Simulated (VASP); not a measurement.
**Si8AgO16 (a cell with a defect): relaxation of the atoms with PBE**

System: Si8AgO16 (a cell with a defect).

```
Si O Ag
1.0
     0.00000    5.08139    7.09441
     5.08139    0.00000    7.09441
     5.08139    5.08139    0.00000
Si O Ag
8 16 1
Direct
  0.25000 0.25000 0.45577
  0.75000 0.75000 0.95577
  0.08077 0.66923 0.12500
  0.58077 0.16923 0.62500
  0.41923 0.83077 0.37500
  0.91923 0.33077 0.87500
  0.00000 0.00000 0.29423
  0.50000 0.50000 0.79423
  0.08929 0.23608 0.66968
  0.58929 0.73608 0.16968
  0.48608 0.33929 0.75495
  0.98608 0.83929 0.25495
  0.41071 0.26392 0.49505
  0.91071 0.76392 0.99505
  0.20532 0.87005 0.38892
  0.70532 0.37005 0.88892
  0.01392 0.16071 0.08032
  0.51392 0.66071 0.58032
  0.37995 0.04468 0.36108
  0.87995 0.54468 0.86108
  0.29468 0.62995 0.96429
  0.79468 0.12995 0.46429
  0.12005 0.45532 0.28571
  0.62005 0.95532 0.78571
  0.00000 0.00000 0.71796
```

| Property | Result |
| --- | --- |
| Program | VASP 6.6.1 |
| Task | relaxation of the atoms |
| Functional | PBE |
| Potentials or basis | VASP PAW PBE potentials, release 64 (Si, O, Ag) |
| Cutoff | 520 eV |
| k mesh | 1 × 1 × 1, shifted |
| Occupations | fermi-dirac, width 0.01 eV |
| Spin | no spin polarisation |
| Dipole correction | no |
| Charge | 1 |
| Further INCAR settings | ALGO = Normal; EDIFF = 1e-07; IBRION = 2; EDIFFG = -0.03; NSW = 100; NELECT = 138.0 |

```
Energy gained by relaxing    : 7.4 meV/atom
Ionic steps                  : 22
Largest force after relaxing : 0.023 eV/Å
```

Forces on the atoms (eV/Å):
```
Si  -0.009  0.002  0.001
Si   0.002 -0.009 -0.001
Si  -0.008 -0.001 -0.017
Si  -0.014 -0.011 -0.015
Si  -0.011 -0.014  0.015
Si  -0.001 -0.008  0.017
Si  -0.002 -0.002  0.000
Si  -0.009 -0.009  0.000
O   -0.006  0.011  0.016
O    0.005  0.003  0.004
O   -0.007  0.015 -0.005
O   -0.001  0.014  0.003
O    0.003  0.005 -0.004
O    0.011 -0.006 -0.016
O    0.014 -0.003  0.014
O    0.004  0.001  0.003
O    0.014 -0.001 -0.003
O    0.015 -0.007  0.005
O   -0.005  0.011 -0.003
O   -0.003  0.014  0.004
O    0.001  0.004 -0.003
O   -0.003  0.014 -0.014
O    0.014 -0.003 -0.004
O    0.011 -0.005  0.003
Ag  -0.014 -0.014  0.000
```

Step by step:
```tsv
step	energy change (eV)	largest force (eV/Å)	pressure (GPa)
1	0.0000	1.4436	-1.90
2	0.2976	2.7289	-1.53
3	-0.1265	0.3840	-1.92
4	-0.1269	0.8242	-2.08
5	-0.1411	0.3596	-2.02
6	-0.1628	0.2660	-2.26
7	-0.1649	0.2442	-2.36
8	-0.1722	0.1916	-2.52
9	-0.1723	0.1721	-2.51
10	-0.1764	0.1844	-2.63
11	-0.1769	0.1280	-2.60
12	-0.1796	0.1550	-2.65
13	-0.1796	0.1425	-2.65
14	-0.1828	0.0755	-2.69
15	-0.1840	0.0918	-2.74
16	-0.1840	0.0849	-2.77
17	-0.1845	0.0402	-2.76
18	-0.1848	0.0318	-2.77
19	-0.1850	0.0515	-2.79
20	-0.1851	0.0374	-2.80
21	-0.1853	0.0343	-2.81
22	-0.1854	0.0232	-2.81
```

Final structure:
```cif
data_structure
_symmetry_space_group_name_H-M 'P 1'
_symmetry_Int_Tables_number 1
_cell_length_a 8.7265
_cell_length_b 8.7265
_cell_length_c 7.1862
_cell_angle_alpha 65.685
_cell_angle_beta 65.685
_cell_angle_gamma 48.629
_cell_volume 366.36
loop_
_atom_site_label
_atom_site_type_symbol
_atom_site_fract_x
_atom_site_fract_y
_atom_site_fract_z
_atom_site_occupancy
Si1 Si 0.25102 0.24858 0.45298 1
Si2 Si 0.74898 0.75142 0.95258 1
Si3 Si 0.08092 0.66546 0.12974 1
Si4 Si 0.57555 0.17185 0.62444 1
Si5 Si 0.42445 0.82815 0.37185 1
Si6 Si 0.91908 0.33454 0.87612 1
Si7 Si 0.00000 0.00000 0.29161 1
Si8 Si 0.50000 0.50000 0.79388 1
O1 O 0.08898 0.23100 0.67029 1
O2 O 0.59358 0.73180 0.16821 1
O3 O 0.48751 0.33850 0.75483 1
O4 O 0.98595 0.83891 0.25473 1
O5 O 0.40642 0.26820 0.49360 1
O6 O 0.91102 0.76900 0.99028 1
O7 O 0.20372 0.87289 0.39124 1
O8 O 0.70763 0.36879 0.88712 1
O9 O 0.01405 0.16109 0.07959 1
O10 O 0.51249 0.66150 0.58084 1
O11 O 0.38141 0.04350 0.35920 1
O12 O 0.88472 0.54598 0.85594 1
O13 O 0.29237 0.63121 0.96355 1
O14 O 0.79628 0.12711 0.46785 1
O15 O 0.11528 0.45402 0.28664 1
O16 O 0.61859 0.95650 0.78410 1
Ag1 Ag 0.00000 0.00000 0.73675 1
```

Levels at points of the mesh, in eV from the Fermi level:
```
           k point  band 66  band 67  band 68  band 69  band 70  band 71  band 72  band 73
(0.25, 0.25, 0.25)    -0.92    -0.77    -0.52    -0.30     3.93     6.11     7.17     7.34
```

Wall time 36 min on 1 thread of AMD EPYC 7R13 Processor (Zen 3), on a shared host, peak memory 0.64 GiB.

Caveat: the cell carries a net charge on a neutralising background, which shifts energy and pressure; the cell is charged against a uniform background, so pressure and absolute levels hang on convention.
